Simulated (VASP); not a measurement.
# CsGe3 (P6/mmm) in VASP: further runs

CsGe3 is run at these levels: PBE; tasks: single point, relaxation of cell and atoms.

All numbers are computed with VASP 6.6.1; they aren't measurements. Logs are shortened: lines on timing, memory, paths and dates and some standing lists are left out, and cuts for length are marked.

## 1. The cell of the first run

It takes space group P6/mmm (No. 191, hexagonal). The conventional cell has a = 6.519 Å, b = 6.519 Å, c = 3.087 Å, α = 90.00°, β = 90.00°, γ = 120.00°. Within 4.1 Å of Cs (site symmetry 6/mmm) lie 2 Cs at 3.09 Å and 6 Ge at 3.26 Å. Ge (site symmetry mmm) has 6 Ge at 3.09 to 3.26 Å and 2 Cs at 3.26 Å within 4.1 Å.

The cell was generated, and may not be a known phase.

## 2. Single point, PBE

INCAR reads:

```
ALGO = Normal
EDIFF = 1E-6
ENCUT = 520
GGA = PE
ISIF = 2
ISMEAR = 0
LASPH = True
LCHARG = True
LELF = True
LREAL = False
LVHAR = True
LWAVE = False
NBANDS = 34
NELM = 60
PREC = Accurate
SIGMA = 0.1
```

KPOINTS reads:

```
k-points
0
Gamma
  3 3 6
```

POSCAR reads:

```
CsGe3
1.0
    6.5188514346      0.0000000000      0.0000000000
   -3.2594257173      5.6454909459      0.0000000000
    0.0000000000      0.0000000000      3.0873938070
Cs Ge
1 3
Direct
    0.0000000000      0.0000000000      0.0000000000
    0.5000000000      0.0000000000      0.0000000000
    0.0000000000      0.5000000000      0.0000000000
    0.5000000000      0.5000000000      0.0000000000
```

Potentials or basis: VASP PAW PBE potentials, release 64 (Cs_sv, Ge_d).

On the command line:

```console
$ cat potpaw_PBE.64/Cs_sv/POTCAR potpaw_PBE.64/Ge_d/POTCAR > POTCAR
$ mpirun -np 1 vasp_std > vasp.out
```

OUTCAR:

```text
EDIFF = 1E-6
   ENCUT = 520
   GGA = PE
   ISIF = 2
   ISMEAR = 0
   LASPH = True
   LREAL = False
   NELM = 60
   PREC = Accurate

 ion  position               nearest neighbor table
   1  0.000  0.000  0.000-
   2  0.500  0.000  0.000-
   3  0.000  0.500  0.000-
   4  0.500  0.500  0.000-

  LATTYP: Found a hexagonal cell.
 ALAT       =     6.5188514346
 C/A-ratio  =     0.4736100888

  Lattice vectors:

 A1 = (   6.5188514346,   0.0000000000,   0.0000000000)
 A2 = (  -3.2594257173,   5.6454909459,   0.0000000000)
 A3 = (   0.0000000000,   0.0000000000,   3.0873938070)

Analysis of symmetry for initial positions (statically):
=====================================================================
 Subroutine PRICEL returns:
 Original cell was already a primitive cell.

 Routine SETGRP: Setting up the symmetry group for a
 hexagonal supercell.

 Subroutine GETGRP returns: Found 24 space group operations
 (whereof 24 operations were pure point group operations)
 out of a pool of 24 trial point group operations.

The static configuration has the point symmetry D_6h.

Analysis of symmetry for dynamics (positions and initial velocities):
=====================================================================
 Subroutine PRICEL returns:
 Original cell was already a primitive cell.

 Routine SETGRP: Setting up the symmetry group for a
 hexagonal supercell.

 Subroutine GETGRP returns: Found 24 space group operations
 (whereof 24 operations were pure point group operations)
 out of a pool of 24 trial point group operations.

The dynamic configuration has the point symmetry D_6h.

 Subroutine INISYM returns: Found 24 space group operations
 (whereof 24 operations are pure point group operations),
 and found     1 'primitive' translations

----------------------------------------------------------------------------------------

                                     Primitive cell

  volume of cell :     113.6226

[... 69 lines left out ...]
 SYSTEM =  unknown system
   PREC   = accura    normal or accurate (medium, high low for compatibility)
   ISTART =      0    job   : 0-new  1-cont  2-samecut
   ICHARG =      2    charge: 1-file 2-atom 10-const
   ISPIN  =      1    spin polarized calculation?
   LNONCOLLINEAR =      F non collinear calculations
   LSORBIT =      F    spin-orbit coupling
   LASPH  =      T    aspherical Exc in radial PAW
   ENCUT  =  520.0 eV  38.22 Ry    6.18 a.u.  12.12 12.12  5.74*2*pi/ulx,y,z
   NELM   =     60;   NELMIN=  2; NELMDL= -5     # of ELM steps
   EDIFF  = 0.1E-05   stopping-criterion for ELM
   LREAL  =      F    real-space projection
   EDIFFG = 0.1E-04   stopping-criterion for IOM
   NSW    =      0    number of steps for IOM
   IBRION =     -1    ionic relax: 0-MD 1-quasi-New 2-CG
   NFREE  =      0    steps in history (QN), initial steepest desc. (CG)
   ISIF   =      2    stress and relaxation
   ISYM   =      2    0-nonsym 1-usesym 2-fastsym
   POTIM  = 0.5000    time-step for ionic-motion
   TEBEG  =    0.0;   TEEND  =   0.0 temperature during run
   PSTRESS=    0.0 pullay stress
   NELECT =      51.0000    total number of electrons
   NUPDOWN=      -1.0000    fix difference up-down
   EMIN   =  10.00;   EMAX   =-10.00  energy-range for DOS
   EFERMI =   0.00;   METHOD = LEGACY
   ISMEAR =     0;   SIGMA  =   0.10  broadening in eV -4-tet -1-fermi 0-gaus
   EFERMI_NEDOS =   21; number of points for ismear=-14 and -15
   IALGO  =     38    algorithm
   IMIX   =      4    mixing-type and parameters
     AMIX     =   0.40;   BMIX     =  1.00
     AMIX_MAG =   1.60;   BMIX_MAG =  1.00
  volume/ion in A,a.u.               =      28.41       191.69
  Fermi-wavevector in a.u.,A,eV,Ry     =   1.253458  2.368693 21.376904  1.571158
  Thomas-Fermi vector in A             =   2.387310
   LORBIT       =      0    0 simple, 1 ext, 2 COOP (PROOUT), +10 PAW based schemes
   GGA     = PE    functional components
   LHFCALC =     F    Hartree Fock is set to
   AEXX    =    0.0000 exact exchange contribution
   IVDW    =     0    specifies the selected vdW correction
   LEPSILON=     F    determine dielectric tensor
   LRPA    =     F    only Hartree local field effects (RPA)
 non-spin polarized calculation
 Gauss-broadening in eV      SIGMA  =   0.10
  energy-cutoff  :      520.00
  volume of cell :      113.62
 maximum number of plane-waves:      3072
   NGX = 25   NGY = 25   NGZ = 11

 number of electron      50.9999965 magnetization

 Free energy of the ion-electron system (eV)
  ---------------------------------------------------
  ext. energy  EPLUGINS =         0.00000000
  ---------------------------------------------------
  free energy    TOTEN  =       -11.55388818 eV

  energy without entropy =      -11.54558447  energy(sigma->0) =      -11.54973633

 E-fermi :   3.6606     XC(G=0):  -9.6098

 val. band max:        3.4662369407   @ k =   0.3333   0.0000   0.3333
 cond. band min:       3.7283039421   @ k =   0.3333   0.0000   0.3333
 fundamental gap:      0.2620670014
 Fermi energy:         3.6606069435

 k-point     1 :       0.0000    0.0000    0.0000
  band No.  band energies     occupation
      1     -20.8705      2.00000
      2     -20.8605      2.00000
      3     -20.8605      2.00000
      4     -20.8532      2.00000
      5     -20.8425      2.00000
      6     -20.8425      2.00000
[... 433 lines left out ...]
     33       7.6594      0.00000
     34       9.0436      0.00000

------------------------ aborting loop because EDIFF is reached ----------------------------------------

  FORCE on cell =-STRESS in cart. coord.  units (eV):
  Direction    XX          YY          ZZ          XY          YZ          ZX
  --------------------------------------------------------------------------------------
  -------------------------------------------------------------------------------------
  Total        0.0976908      0.0976908      0.1906039      0.0000000      0.0000000      0.0000000
  in kB        1.3775249      1.3775249      2.6876802      0.0000000      0.0000000      0.0000000
  external PRESSURE =       1.8142433 kB  Pullay stress =       0.0000000 kB

 VOLUME and BASIS-vectors are now :
 -----------------------------------------------------------------------------
  energy-cutoff  :      520.00
  volume of cell :      113.62
      direct lattice vectors                 reciprocal lattice vectors
     6.518851435  0.000000000  0.000000000     0.153401256  0.088566257  0.000000000
    -3.259425717  5.645490946  0.000000000     0.000000000  0.177132513  0.000000000
     0.000000000  0.000000000  3.087393807     0.000000000  0.000000000  0.323897780

 POSITION                                       TOTAL-FORCE (eV/Angst)
 -----------------------------------------------------------------------------------
      0.00000      0.00000      0.00000         0.000000      0.000000      0.000000
      3.25943      0.00000      0.00000         0.000000      0.000000      0.000000
     -1.62971      2.82275      0.00000         0.000000      0.000000      0.000000
      1.62971      2.82275      0.00000        -0.000000      0.000000      0.000000
 -----------------------------------------------------------------------------------
    total drift:                               -0.000000      0.000000      0.000000

  FREE ENERGIE OF THE ION-ELECTRON SYSTEM (eV)
  ---------------------------------------------------
  free  energy   TOTEN  =       -11.5538881837 eV

  energy  without entropy=      -11.5455844718  energy(sigma->0) =      -11.54973633
```

OSZICAR:

```text
N       E                     dE             d eps       ncg     rms          rms(c)
DAV:   1     0.467617803231E+03    0.46762E+03   -0.24962E+04   974   0.333E+03
DAV:   2     0.736122724229E+02   -0.39401E+03   -0.37799E+03   816   0.741E+02
DAV:   3    -0.666815498388E+01   -0.80280E+02   -0.78988E+02   962   0.194E+02
DAV:   4    -0.114758236188E+02   -0.48077E+01   -0.47761E+01   958   0.528E+01
DAV:   5    -0.115862491638E+02   -0.11043E+00   -0.11036E+00   950   0.909E+00    0.150E+00
DAV:   6    -0.115609009851E+02    0.25348E-01   -0.68968E-02   970   0.216E+00    0.822E-01
DAV:   7    -0.115534929146E+02    0.74081E-02   -0.41763E-02   966   0.151E+00    0.166E-01
DAV:   8    -0.115538985576E+02   -0.40564E-03   -0.54502E-03   982   0.774E-01    0.502E-02
DAV:   9    -0.115538997672E+02   -0.12097E-05   -0.18524E-04   980   0.139E-01    0.232E-02
DAV:  10    -0.115538899062E+02    0.98611E-05   -0.57555E-05  1068   0.782E-02    0.788E-03
DAV:  11    -0.115538887854E+02    0.11208E-05   -0.42561E-06   886   0.161E-02    0.282E-03
DAV:  12    -0.115538881837E+02    0.60171E-06   -0.12517E-06   516   0.140E-02
   1 F= -.11553888E+02 E0= -.11549736E+02  d E =-.830371E-02
```

stdout:

```text
POSCAR found type information on POSCAR CsGe
 POSCAR found :  2 types and       4 ions
 scaLAPACK will be used
 LDA part: xc-table for (Slater+PW92), standard interpolation
 POSCAR, INCAR and KPOINTS ok, starting setup
 FFT: planning ... GRIDC
 FFT: planning ... GRID_SOFT
 FFT: planning ... GRID
 WAVECAR not read
 entering main loop
```

Run time: 61 s. Hardware: 1 thread of Oxide Virtual Turin-like, shared host; peak memory 0.2 GiB.

Results:

```
Free energy            : -11.5539 eV
Pressure               : 0.2 GPa
Band gap on the k mesh : zero (an odd number of electrons rules out a gap without spin polarisation)
```

Caveat: the k points lie up to 0.37 Å⁻¹ apart, too coarse for converged energies and pressures of a metal; spin-orbit coupling is left out, which moves the levels of the heavy elements; an odd number of electrons without spin polarisation forces a metal; a magnetic or distorted state may lie lower.

## 3. Single point, PBE

This run uses another cell than the first one, of 26.94 Å³/atom.

INCAR reads:

```
SYSTEM = CsGe3
PREC = Accurate
ENCUT = 520
EDIFF = 1E-6
ISMEAR = 0
SIGMA = 0.1
LREAL = .FALSE.
LASPH = .TRUE.
NELM = 80
ALGO = Fast
ISIF = 2
LWAVE = .FALSE.
LCHARG = .FALSE.
GGA = PE
NBANDS = 34
```

KPOINTS reads:

```
regular mesh
0
G
  6 6 4
  0 0 0
```

POSCAR reads:

```
CsGe3
1.0
    5.5382232000      0.0000000000      0.0000000000
   -2.7691116000      4.7962419800      0.0000000000
    0.0000000000      0.0000000000      4.0571121800
Cs Ge
1 3
Direct
    0.0000000000      0.0000000000      0.0000000000
    0.5000000000      0.0000000000      0.0000000000
    0.0000000000      0.5000000000      0.0000000000
    0.5000000000      0.5000000000      0.0000000000
```

Potentials or basis: VASP PAW PBE potentials, release 64 (Cs_sv, Ge_d).

On the command line:

```console
$ cat potpaw_PBE.64/Cs_sv/POTCAR potpaw_PBE.64/Ge_d/POTCAR > POTCAR
$ mpirun -np 1 vasp_std > vasp.out
```

It took 66 s on 1 thread of Oxide Virtual Turin-like, shared host; peak memory 0.21 GiB.

The run converged. Its results:

```yaml
Free_energy: -8.4112 eV
Pressure: 15.0 GPa
Band_gap_on_the_k_mesh: zero (an odd number of electrons rules out a gap without spin polarisation)
```

Stress tensor (GPa, compression positive):
```
22.31  0.00  0.00
 0.00 22.31  0.00
 0.00  0.00  0.33
```

Levels at points of the mesh, in eV from the Fermi level:
| k point | band 23 | band 24 | band 25 | band 26 | band 27 | band 28 |
| --- | --- | --- | --- | --- | --- | --- |
| (0.00, 0.00, 0.00) | -4.66 | -0.17 | 1.30 | 1.33 | 1.33 | 3.09 |
| (0.50, 0.00, 0.00) | -3.05 | -1.17 | -0.29 | 1.37 | 1.47 | 1.53 |
| (0.00, 0.00, 0.50) | -4.34 | -2.83 | 0.70 | 0.70 | 1.67 | 1.67 |
| (0.50, 0.00, 0.50) | -3.02 | -2.73 | -1.20 | -0.90 | -0.31 | 1.69 |

Caveat: the k points lie up to 0.39 Å⁻¹ apart, too coarse for converged energies and pressures of a metal; spin-orbit coupling is left out, which moves the levels of the heavy elements; an odd number of electrons without spin polarisation forces a metal; a magnetic or distorted state may lie lower.

## 4. Single point, PBE

This run uses another cell than the first one, of 29.29 Å³/atom.

INCAR reads:

```
SYSTEM = CsGe3
PREC = Accurate ; ENCUT = 520
EDIFF = 1E-6 ; ISMEAR = 0
SIGMA = 0.1 ; LREAL = .False.
LASPH = .True. ; NELM = 80
ALGO = Normal ; ISIF = 2
LWAVE = .False. ; LCHARG = .False.
GGA = PE ; NBANDS = 34
```

KPOINTS reads:

```
regular mesh
0
Gamma
  6 6 4
  0 0 0
```

POSCAR reads:

```
CsGe3
1.0
    6.8491669901      0.0000000000      0.0000000000
   -3.4245834951      5.9315526082      0.0000000000
    0.0000000000      0.0000000000      2.8833963175
Cs Ge
1 3
Direct
    0.0000000000      0.0000000000      0.0000000000
    0.5000000000      0.0000000000      0.0000000000
    0.0000000000      0.5000000000      0.0000000000
    0.5000000000      0.5000000000      0.0000000000
```

On the command line:

```console
$ cat potpaw_PBE.64/Cs_sv/POTCAR potpaw_PBE.64/Ge_d/POTCAR > POTCAR
$ mpirun -np 1 vasp_std > vasp.out
```

Run time: 63 s. Hardware: 1 thread of Oxide Virtual Turin-like, shared host; peak memory 0.24 GiB.

It converged, with:

```yaml
Free_energy: -11.3668 eV
Pressure: 0.3 GPa
Band_gap_on_the_k_mesh: zero (an odd number of electrons rules out a gap without spin polarisation)
```

Stress tensor (GPa, compression positive):
```
0.13 0.00 0.00
0.00 0.13 0.00
0.00 0.00 0.53
```

Levels at points of the mesh, in eV from the Fermi level:
```csv
k point,band 23,band 24,band 25,band 26,band 27,band 28,band 29,band 30
"(0.00, 0.00, 0.00)",-3.80,-1.71,-1.71,1.26,2.94,2.94,3.08,3.44
"(0.50, 0.00, 0.00)",-3.28,-1.63,-1.33,-0.75,-0.51,2.36,3.53,4.00
"(0.00, 0.00, 0.50)",-3.83,-2.30,-2.30,-1.07,0.82,0.82,0.88,0.88
"(0.50, 0.00, 0.50)",-3.62,-2.96,-2.45,-0.53,1.01,1.42,1.56,1.93
```

Caveat: the k points lie up to 0.54 Å⁻¹ apart, too coarse for converged energies and pressures of a metal; spin-orbit coupling is left out, which moves the levels of the heavy elements; an odd number of electrons without spin polarisation forces a metal; a magnetic or distorted state may lie lower.

## 5. Relaxation of cell and atoms, PBE

This run uses another cell than the first one, of 29.29 Å³/atom.

INCAR reads:

```
PREC = Accurate
ENCUT = 600
EDIFF = 1E-6
ISMEAR = 0
SIGMA = 0.1
LREAL = F
LASPH = T
NELM = 60
ALGO = Fast
ISIF = 3
LWAVE = F
LCHARG = F
GGA = PE
IBRION = 2
NSW = 90
EDIFFG = -0.04
```

KPOINTS reads:

```
Automatic mesh
0
Gamma
  3 3 6
```

POSCAR is that of step 4.

On the command line:

```console
$ cat potpaw_PBE.64/Cs_sv/POTCAR potpaw_PBE.64/Ge_d/POTCAR > POTCAR
$ mpirun -np 1 vasp_std > vasp.out
```

Run time: 12 min. Hardware: 1 thread of Oxide Virtual Turin-like, shared host; peak memory 0.26 GiB.

The run converged. Its results:

- Free energy: -11.5552 eV
- Relaxed volume: 28.57 Å³/atom
- Relaxed cell: a = 6.531 Å, b = 6.531 Å, c = 3.094 Å, α = 90.00°, β = 90.00°, γ = 120.00°
- Space group after relaxing (to 0.1 Å): P6/mmm (No. 191)
- Energy gained by relaxing: 119.0 meV/atom
- Ionic steps: 12
- Pressure after relaxing: 0.0 GPa
- Band gap on the k mesh: zero (an odd number of electrons rules out a gap without spin polarisation)

Stress tensor (GPa, compression positive):
```
-0.04  0.00  0.00
 0.00 -0.04  0.00
 0.00  0.00  0.04
```

Step by step:
```csv
step,energy change (eV),largest force (eV/Å),pressure (GPa),volume (Å³)
1,0.0000,0.0000,1.09,117.14
2,-0.4381,0.0000,-1.33,119.73
3,-0.4553,0.0000,-1.23,119.37
4,-0.4551,0.0000,-1.24,119.34
5,-0.4743,0.0000,-0.26,115.62
6,-0.4751,0.0000,-0.26,115.09
7,-0.4751,0.0000,0.03,114.04
8,-0.4753,0.0000,0.01,114.43
9,-0.4753,0.0000,-0.08,114.76
10,-0.4754,0.0000,-0.09,114.67
11,-0.4754,0.0000,-0.08,114.55
12,-0.4758,0.0000,-0.01,114.27
```

Final structure:
```yaml
crystal:
  lattice:
    - [6.53062, 0.00000, 0.00000]
    - [-3.26531, 5.65568, 0.00000]
    - [0.00000, 0.00000, 3.09378]
  atoms:
    - { symbol: Cs, position: [0.00000, 0.00000, 0.00000] }
    - { symbol: Ge, position: [0.50000, 0.00000, 0.00000] }
    - { symbol: Ge, position: [0.00000, 0.50000, 0.00000] }
    - { symbol: Ge, position: [0.50000, 0.50000, 0.00000] }
```

Levels at points of the mesh, in eV from the Fermi level:
```
           k point  band 22  band 23  band 24  band 25  band 26  band 27  band 28  band 29
(0.00, 0.00, 0.00)    -6.74    -3.46    -0.83    -0.83     2.43     3.27     4.47     4.51
(0.00, 0.00, 0.50)    -5.46    -3.19    -1.48    -1.19    -1.19     0.95     0.95     1.32
```

Caveat: the k points lie up to 0.37 Å⁻¹ apart in the final cell, too coarse for converged energies and pressures of a metal; spin-orbit coupling is left out, which moves the levels of the heavy elements; an odd number of electrons without spin polarisation forces a metal; a magnetic or distorted state may lie lower.

[end of part 1 of 2]

The gap in the log of VASP goes by the Fermi energy; the results here count the filled bands.